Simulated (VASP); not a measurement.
# GaN (P6_3mc) in VASP: relaxation of cell and atoms with PBE

Aim: the relaxation of cell and atoms of GaN with PBE.

All numbers are computed with VASP 6.6.1; they aren't measurements. Logs are shortened: lines on timing, memory, paths and dates and some standing lists are left out, and cuts for length are marked.

**1. The cell of the first run**

Symmetry: P6_3mc, No. 186, hexagonal system. Conventional cell: a = 3.180 Å, b = 3.180 Å, c = 5.166 Å, α = 90.00°, β = 90.00°, γ = 120.00°. Within 2.6 Å of Ga (site symmetry 3m) lie 4 N at 1.94 to 1.95 Å. Within 2.6 Å of N (site symmetry 3m) lie 4 Ga at 1.94 to 1.95 Å.

**2. Relaxation of cell and atoms, PBE**

INCAR reads:

```
ALGO     = Normal         # electronic algorithm
EDIFF    = 1E-7           # SCF threshold, eV
EDIFFG   = -0.01          # ionic threshold
ENCUT    = 600            # plane-wave cutoff, eV
GGA      = PE             # functional
IBRION   = 2              # ionic algorithm
ISIF     = 3              # what is computed and relaxed
ISMEAR   = 0              # smearing method
LASPH    = True           # aspherical terms in the spheres
LCHARG   = False          # write CHGCAR
LREAL    = False          # projectors in reciprocal space
LWAVE    = False          # write WAVECAR
NELM     = 80             # most SCF steps
NSW      = 80             # ionic steps
PREC     = Accurate       # precision mode
SIGMA    = 0.05           # smearing width, eV
```

KPOINTS reads:

```
k-points
0
Gamma
  10 10 6
```

POSCAR reads:

```
GaN
1.0
    3.1800000000      0.0000000000      0.0000000000
   -1.5900000000      2.7539607840      0.0000000000
    0.0000000000      0.0000000000      5.1660000000
Ga N
2 2
Direct
    0.3333333333      0.6666666667      0.0000000000
    0.6666666667      0.3333333333      0.5000000000
    0.3333333333      0.6666666667      0.3750000000
    0.6666666667      0.3333333333      0.8750000000
```

Potentials or basis: VASP PAW PBE potentials, release 64 (Ga_d, N).

Started as:

```console
$ cat potpaw_PBE.64/Ga_d/POTCAR potpaw_PBE.64/N/POTCAR > POTCAR
$ mpirun -np 1 vasp_std > vasp.out
```

OUTCAR:

```text
EDIFF = 1E-7
   EDIFFG = -0.01
   ENCUT = 600
   GGA = PE
   IBRION = 2
   ISIF = 3
   ISMEAR = 0
   LASPH = True
   LREAL = False
   NELM = 80
   NSW = 80
   PREC = Accurate

 ion  position               nearest neighbor table
   1  0.333  0.667  0.000-   3 1.94   4 1.95   4 1.95   4 1.95
   2  0.667  0.333  0.500-   4 1.94   3 1.95   3 1.95   3 1.95
   3  0.333  0.667  0.375-   1 1.94   2 1.95   2 1.95   2 1.95
   4  0.667  0.333  0.875-   2 1.94   1 1.95   1 1.95   1 1.95

  LATTYP: Found a hexagonal cell.
 ALAT       =     3.1800000000
 C/A-ratio  =     1.6245283019

  Lattice vectors:

 A1 = (   3.1800000000,   0.0000000000,   0.0000000000)
 A2 = (  -1.5900000000,   2.7539607840,   0.0000000000)
 A3 = (   0.0000000000,   0.0000000000,   5.1660000000)

Analysis of symmetry for initial positions (statically):
=====================================================================
 Subroutine PRICEL returns:
 Original cell was already a primitive cell.

 Routine SETGRP: Setting up the symmetry group for a
 hexagonal supercell.

 Subroutine GETGRP returns: Found 12 space group operations
 (whereof  6 operations were pure point group operations)
 out of a pool of 24 trial point group operations.

The static configuration has the point symmetry C_3v.
 The point group associated with its full space group is C_6v.

Analysis of symmetry for dynamics (positions and initial velocities):
=====================================================================
 Subroutine PRICEL returns:
 Original cell was already a primitive cell.

 Routine SETGRP: Setting up the symmetry group for a
 hexagonal supercell.

 Subroutine GETGRP returns: Found 12 space group operations
 (whereof  6 operations were pure point group operations)
 out of a pool of 24 trial point group operations.

The dynamic configuration has the point symmetry C_3v.
 The point group associated with its full space group is C_6v.

 Subroutine INISYM returns: Found 12 space group operations
 (whereof  6 operations are pure point group operations),
 and found     1 'primitive' translations

----------------------------------------------------------------------------------------

                                     Primitive cell

  volume of cell :      45.2417

  direct lattice vectors                    reciprocal lattice vectors
     3.180000000  0.000000000  0.000000000     0.314465409  0.181556688  0.000000000
    -1.590000000  2.753960784  0.000000000     0.000000000  0.363113377  0.000000000
     0.000000000  0.000000000  5.166000000     0.000000000  0.000000000  0.193573364

  length of vectors
     3.180000000  3.180000000  5.166000000     0.363113377  0.363113377  0.193573364

  position of ions in fractional coordinates (direct lattice)
     0.333333333  0.666666667  0.000000000
     0.666666667  0.333333333  0.500000000
     0.333333333  0.666666667  0.375000000
     0.666666667  0.333333333  0.875000000

  ion indices of the primitive-cell ions
   primitive index   ion index
                 1           1
                 2           2
                 3           3
                 4           4

----------------------------------------------------------------------------------------

 KPOINTS: k-points

Automatic generation of k-mesh.
 Grid dimensions read from file:
 generate k-points for:   10   10    6

 Generating k-lattice:

  Cartesian coordinates                     Fractional coordinates (reciprocal lattice)
     0.031446541  0.018155669  0.000000000     0.100000000 -0.000000000  0.000000000
     0.000000000  0.036311338  0.000000000     0.000000000  0.100000000  0.000000000
     0.000000000  0.000000000  0.032262227     0.000000000  0.000000000  0.166666667

  Length of vectors
     0.036311338  0.036311338  0.032262227

  Shift w.r.t. Gamma in fractional coordinates (k-lattice)
     0.000000000  0.000000000  0.000000000

 Subroutine IBZKPT returns following result:
 ===========================================

 Found     56 irreducible k-points:

 Following reciprocal coordinates:
            Coordinates               Weight
  0.000000  0.000000  0.000000      1.000000
  0.100000  0.000000  0.000000      6.000000
  0.200000  0.000000  0.000000      6.000000
  0.300000  0.000000  0.000000      6.000000
  0.400000  0.000000  0.000000      6.000000
  0.500000  0.000000  0.000000      3.000000
[... 16 lines left out ...]
  0.300000  0.100000  0.166667     24.000000
  0.400000  0.100000  0.166667     24.000000
 [... further k-points ...]
   k-points           NKPTS =     56   k-points in BZ     NKDIM =     56   number of bands    NBANDS=     22
   number of dos      NEDOS =    301   number of ions     NIONS =      4
   total plane-waves  NPLWV =  32928
   dimension x,y,z NGX =    28 NGY =   28 NGZ =   42
   dimension x,y,z NGXF=    56 NGYF=   56 NGZF=   84
   ions per type =               2   2
   NGX,Y,Z   is equivalent  to a cutoff of  14.64, 14.64, 13.52 a.u.
   NGXF,Y,Z  is equivalent  to a cutoff of  29.28, 29.28, 27.03 a.u.
 SYSTEM =  unknown system
   PREC   = accura    normal or accurate (medium, high low for compatibility)
   ISTART =      0    job   : 0-new  1-cont  2-samecut
   ICHARG =      2    charge: 1-file 2-atom 10-const
   ISPIN  =      1    spin polarized calculation?
   LNONCOLLINEAR =      F non collinear calculations
   LSORBIT =      F    spin-orbit coupling
   LASPH  =      T    aspherical Exc in radial PAW
   ENCUT  =  600.0 eV  44.10 Ry    6.64 a.u.   6.35  6.35 10.32*2*pi/ulx,y,z
   NELM   =     80;   NELMIN=  2; NELMDL= -5     # of ELM steps
   EDIFF  = 0.1E-06   stopping-criterion for ELM
   LREAL  =      F    real-space projection
   EDIFFG = -.1E-01   stopping-criterion for IOM
   NSW    =     80    number of steps for IOM
   IBRION =      2    ionic relax: 0-MD 1-quasi-New 2-CG
   NFREE  =      1    steps in history (QN), initial steepest desc. (CG)
   ISIF   =      3    stress and relaxation
   ISYM   =      2    0-nonsym 1-usesym 2-fastsym
   POTIM  = 0.5000    time-step for ionic-motion
   TEBEG  =    0.0;   TEEND  =   0.0 temperature during run
   PSTRESS=    0.0 pullay stress
   NELECT =      36.0000    total number of electrons
   NUPDOWN=      -1.0000    fix difference up-down
   EMIN   =  10.00;   EMAX   =-10.00  energy-range for DOS
   EFERMI =   0.00;   METHOD = LEGACY
   ISMEAR =     0;   SIGMA  =   0.05  broadening in eV -4-tet -1-fermi 0-gaus
   EFERMI_NEDOS =   21; number of points for ismear=-14 and -15
   IALGO  =     38    algorithm
   IMIX   =      4    mixing-type and parameters
     AMIX     =   0.40;   BMIX     =  1.00
     AMIX_MAG =   1.60;   BMIX_MAG =  1.00
  volume/ion in A,a.u.               =      11.31        76.33
  Fermi-wavevector in a.u.,A,eV,Ry     =   1.517036  2.866782 31.312427  2.301398
  Thomas-Fermi vector in A             =   2.626345
   LORBIT       =      0    0 simple, 1 ext, 2 COOP (PROOUT), +10 PAW based schemes
   GGA     = PE    functional components
   LHFCALC =     F    Hartree Fock is set to
   AEXX    =    0.0000 exact exchange contribution
   IVDW    =     0    specifies the selected vdW correction
   LEPSILON=     F    determine dielectric tensor
   LRPA    =     F    only Hartree local field effects (RPA)
 conjugate gradient relaxation of ions
 non-spin polarized calculation
 Gauss-broadening in eV      SIGMA  =   0.05
  energy-cutoff  :      600.00
  volume of cell :       45.24
 maximum number of plane-waves:      1526
 NGX is ok and might be reduce to    28
   NGX = 13   NGY = 13   NGZ = 21

--------------------------------------- Ionic step        1  -------------------------------------------

 number of electron      35.9999995 magnetization

 Free energy of the ion-electron system (eV)
  ---------------------------------------------------
  ext. energy  EPLUGINS =         0.00000000
  ---------------------------------------------------
  free energy    TOTEN  =       -24.28805598 eV

  energy without entropy =      -24.28805598  energy(sigma->0) =      -24.28805598

------------------------ aborting loop because EDIFF is reached ----------------------------------------

  FORCE on cell =-STRESS in cart. coord.  units (eV):
  Direction    XX          YY          ZZ          XY          YZ          ZX
  --------------------------------------------------------------------------------------
  -------------------------------------------------------------------------------------
  Total        1.8232026      1.8232026      2.4363981      0.0000000      0.0000000      0.0000000
  in kB       64.5663516     64.5663516     86.2818733      0.0000000      0.0000000      0.0000000
  external PRESSURE =      71.8048588 kB  Pullay stress =       0.0000000 kB
[... 137 lines left out ...]
  energy  without entropy=      -24.3282745451  energy(sigma->0) =      -24.32827455

--------------------------------------- Ionic step        5  -------------------------------------------

 number of electron      36.0000002 magnetization

 Free energy of the ion-electron system (eV)
  ---------------------------------------------------
  ext. energy  EPLUGINS =         0.00000000
  ---------------------------------------------------
  free energy    TOTEN  =       -24.32830200 eV

  energy without entropy =      -24.32830200  energy(sigma->0) =      -24.32830200

 E-fermi :   5.2191     XC(G=0): -11.5197

 val. band max:        5.0193149392   @ k =   0.0000   0.0000   0.0000
 cond. band min:       6.7380683451   @ k =   0.0000   0.0000   0.0000
 fundamental gap:      1.7187534059
 Fermi energy:         5.2191484759

 k-point     1 :       0.0000    0.0000    0.0000
  band No.  band energies     occupation
      1     -10.7252      2.00000
      2      -9.8989      2.00000
      3      -8.4042      2.00000
      4      -8.3893      2.00000
      5      -8.3893      2.00000
      6      -8.3333      2.00000
[... 574 lines left out ...]
      6      -8.2009      2.00000
[... 14 lines left out ...]
     21      11.8621      0.00000
     22      12.9580      0.00000

 [... further k-points ...]

------------------------ aborting loop because EDIFF is reached ----------------------------------------

  FORCE on cell =-STRESS in cart. coord.  units (eV):
  Direction    XX          YY          ZZ          XY          YZ          ZX
  --------------------------------------------------------------------------------------
  -------------------------------------------------------------------------------------
  Total        0.0369484      0.0369484      0.0309801      0.0000000      0.0000000      0.0000000
  in kB        1.2597193      1.2597193      1.0562345      0.0000000      0.0000000      0.0000000
  external PRESSURE =       1.1918910 kB  Pullay stress =       0.0000000 kB
[... 19 lines left out ...]
  FREE ENERGIE OF THE ION-ELECTRON SYSTEM (eV)
  ---------------------------------------------------
  free  energy   TOTEN  =       -24.3283020025 eV

  energy  without entropy=      -24.3283020025  energy(sigma->0) =      -24.32830200

 reached required accuracy - stopping structural energy minimisation
```

It took 2.4 min on 1 thread of Intel Xeon Platinum 8488C (Sapphire Rapids), shared host; peak memory 0.21 GiB.

Results:

```yaml
Free_energy: -24.3283 eV
Relaxed_volume: 11.75 Å³/atom
Relaxed_cell: a = 3.217 Å, b = 3.217 Å, c = 5.243 Å, α = 90.00°, β = 90.00°, γ = 120.00°
Space_group_after_relaxing_to_0.1_Å: P6_3mc (No. 186)
Energy_gained_by_relaxing: 10.1 meV/atom
Ionic_steps: 5
Pressure_after_relaxing: 0.1 GPa
Largest_force_after_relaxing: 0.008 eV/Å
Band_gap_on_the_k_mesh: 1.72 eV
```

Forces on the atoms (eV/Å):
```
Ga   0.000  0.000 -0.008
Ga   0.000  0.000 -0.008
N    0.000  0.000  0.008
N    0.000  0.000  0.008
```

The path:
| step | energy change (eV) | largest force (eV/Å) | pressure (GPa) | volume (Å³) |
| --- | --- | --- | --- | --- |
| 1 | 0.0000 | 0.1347 | 7.18 | 45.24 |
| 2 | -0.0117 | 0.0620 | -5.19 | 48.64 |
| 3 | -0.0402 | 0.0111 | -0.01 | 47.03 |
| 4 | -0.0402 | 0.0131 | 0.13 | 46.99 |
| 5 | -0.0402 | 0.0076 | 0.12 | 46.99 |

Final structure:
```
Ga N
1.0
     3.21699    0.00000    0.00000
    -1.60850    2.78600    0.00000
     0.00000    0.00000    5.24327
Ga N
2 2
Direct
  0.33333 0.66667 0.99924
  0.66667 0.33333 0.49924
  0.33333 0.66667 0.37576
  0.66667 0.33333 0.87576
```

PBE usually gives volumes a little too large and moduli too small. Zero-point motion and thermal expansion aren't in these numbers.
